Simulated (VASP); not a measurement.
SiPb (rocksalt type), 2 atoms in the cell. It takes space group Fm-3m (No. 225, cubic). Conventional cell: a = 5.782 Å, b = 5.782 Å, c = 5.782 Å, α = 90.00°, β = 90.00°, γ = 90.00°. Within 3.8 Å of Pb (site symmetry m-3m) lie 6 Si at 2.89 Å. Within 3.8 Å of Si (site symmetry m-3m) lie 6 Pb at 2.89 Å. 

* Program: VASP 6.6.1
* Task: single point
* Functional: PBE
* Potentials or basis: VASP PAW PBE potentials, release 64 (Pb_d, Si)
* Cutoff: 520 eV
* k mesh: 13 × 13 × 13
* Occupations: fermi-dirac, width 0.05 eV
* Spin: no spin polarisation
* Dipole correction: no
* Further INCAR settings: ALGO = Normal; EDIFF = 1e-07; NBANDS = 16

Potentials or basis: VASP PAW PBE potentials, release 64 (Pb_d, Si).

Run with:

```bash
$ cat potpaw_PBE.64/Pb_d/POTCAR potpaw_PBE.64/Si/POTCAR > POTCAR
$ mpirun -np 1 vasp_std > vasp.out
```

Hardware: 1 thread of Intel(R) Xeon(R) 6975P-C (Granite Rapids), on a shared host.

Problem. Estimate the wall time of this run.

Solution. It took 27 s on 1 thread of Intel(R) Xeon(R) 6975P-C (Granite Rapids), with other jobs on the host, peak memory 0.21 GiB. Counts: scf iterations 14, k points 84.
